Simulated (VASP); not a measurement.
Write the native input for VASP 6.6.1 that does the following.

```
Task                   : single point
Functional             : PBE
Potentials or basis    : VASP PAW PBE potentials, release 64 (Ba_sv, Ti_sv, O)
Cutoff                 : 520 eV
k mesh                 : 7 × 7 × 7
Occupations            : fermi-dirac, width 0.03 eV
Spin                   : no spin polarisation
Dipole correction      : no
Further INCAR settings : ALGO = Normal; EDIFF = 1e-07; NBANDS = 28
```

The structure of BaTiO3 lies in POSCAR:

```
BaTiO3
1.0
    3.9998000000      0.0399980000      0.0399980000
    0.0399980000      3.9998000000      0.0399980000
    0.0401800000      0.0401800000      4.0180000000
Ba Ti O
1 1 3
Direct
    0.0000000000      0.0000000000      0.0000000000
    0.5000000000      0.5000000000      0.5000000000
    0.5000000000      0.5000000000      0.0000000000
    0.5000000000      0.0000000000      0.5000000000
    0.0000000000      0.5000000000      0.5000000000
```

This cell differs from its parent crystal: equal xy, yz and zx shear strains of +2 %.

One way to write it, as run:

INCAR

```
SYSTEM = BaTiO3
ALGO = Normal ; EDIFF = 1E-7
ENCUT = 520 ; GGA = PE
ISIF = 2 ; ISMEAR = -1
LASPH = .TRUE. ; LCHARG = .FALSE.
LREAL = .FALSE. ; LWAVE = .FALSE.
NBANDS = 28 ; NELM = 100
PREC = Accurate ; SIGMA = 0.03
```

KPOINTS

```
k-points
0
G
  7 7 7
  0 0 0
```

Potentials or basis: VASP PAW PBE potentials, release 64 (Ba_sv, Ti_sv, O).

Command:

```bash
$ cat potpaw_PBE.64/Ba_sv/POTCAR potpaw_PBE.64/Ti_sv/POTCAR potpaw_PBE.64/O/POTCAR > POTCAR
$ mpirun -np 1 vasp_std > vasp.out
```

It gave:

| Property | Result |
| --- | --- |
| Pressure | 3.6 GPa |
| Band gap on the k mesh | 1.74 eV (least direct gap 1.78 eV) |

Caveat: the cell differs from its parent crystal (equal xy, yz and zx shear strains of +2 %); the cell stands under pressure; spin-orbit coupling is left out, which moves the levels of the heavy elements; an odd mesh through Γ misses points on the zone boundary, where band edges can lie.

Wall time 3.9 min on 1 thread of Intel Xeon 8259CL, with other jobs on the host, peak memory 0.3 GiB.
